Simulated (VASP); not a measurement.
Here is a VASP 6.6.1 calculation.

Contents of INCAR:

```
  ALGO = Normal
  EDIFF = 1E-6
  ENCUT = 1330
  GGA = PE
  GGA_COMPAT = F
  ISIF = 2
  ISMEAR = 0
  LASPH = T
  LCHARG = T
  LELF = T
  LREAL = F
  LVHAR = T
  LWAVE = F
  NBANDS = 37
  NELM = 120
  PREC = Accurate
  SIGMA = 0.15
```

KPOINTS

```
k-points
0
Gamma
  2 2 3
```

File POSCAR:

```
In2SbN3
1.0
    5.5482365185      0.0000000000      0.0000000000
    0.0000000000      5.5482365185      0.0000000000
    0.0000000000      0.0000000000      4.4549194141
In Sb N
2 1 3
Direct
    0.0000000000      0.5000000000      0.5000000000
    0.5000000000      0.0000000000      0.5000000000
    0.0000000000      0.0000000000      0.0000000000
    0.5000000000      0.5000000000      0.1261827077
    0.5000000000      0.5000000000      0.8738172923
    0.0000000000      0.0000000000      0.5000000000
```

Potentials or basis: VASP PAW PBE potentials, release 64 (In_d, Sb_d_GW, N_h).

Command:

```console
$ cat potpaw_PBE.64/In_d/POTCAR potpaw_PBE.64/Sb_d_GW/POTCAR potpaw_PBE.64/N_h/POTCAR > POTCAR
$ mpirun -np 1 vasp_std > vasp.out
```

Task: What does it give for the pressure?

Result: 0.2 GPa.

Task: Estimate the band gap on the k mesh.

Result: Zero (bands 28 and 29 overlap by 1.50 eV).

Task: Estimate the largest force.

Result: 0.076 eV/Å.

Forces in eV/Å, atoms in the order of the input:
```
In   0.000  0.000  0.000
In   0.000  0.000  0.000
Sb   0.000  0.000  0.000
N    0.000  0.000  0.076
N    0.000  0.000 -0.076
N    0.000  0.000  0.000
```

Caveat: the k points lie up to 0.57 Å⁻¹ apart, too coarse for converged energies and pressures of a metal; spin-orbit coupling is left out, which moves the levels of the heavy elements.
